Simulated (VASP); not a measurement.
Input of a VASP 6.6.1 run:

INCAR

```
SYSTEM = SrTe
PREC = Accurate
ENCUT = 500
EDIFF = 1E-6
ISMEAR = 0
SIGMA = 0.01
LREAL = .FALSE.
LASPH = .TRUE.
NELM = 120
ALGO = Normal
ISIF = 2
LWAVE = .FALSE.
LCHARG = .FALSE.
GGA = PE
NBANDS = 15
GGA_COMPAT = .FALSE.
```

File KPOINTS:

```
regular mesh
0
G
  2 2 2
  0 0 0
```

The input POSCAR:

```
SrTe
1.0
    0.0000000000      3.3527582020      3.3527582020
    3.3527582020      0.0000000000      3.3527582020
    3.3527582020      3.3527582020      0.0000000000
Sr Te
1 1
Direct
    0.0000000000      0.0000000000      0.0000000000
    0.5000000000      0.5000000000      0.5000000000
```

Potentials or basis: VASP PAW PBE potentials, release 64 (Sr_sv, Te).

Run with:

```bash
$ cat potpaw_PBE.64/Sr_sv/POTCAR potpaw_PBE.64/Te/POTCAR > POTCAR
$ mpirun -np 1 vasp_std > vasp.out
```

(1) Predict the band gap on the k mesh.

(2) Estimate the pressure.

Answers

(1) 1.60 eV, indirect (least direct gap 2.35 eV).

(2) 2.4 GPa.

Caveat: the k points lie up to 0.81 Å⁻¹ apart; spin-orbit coupling is left out, which moves the levels of the heavy elements.
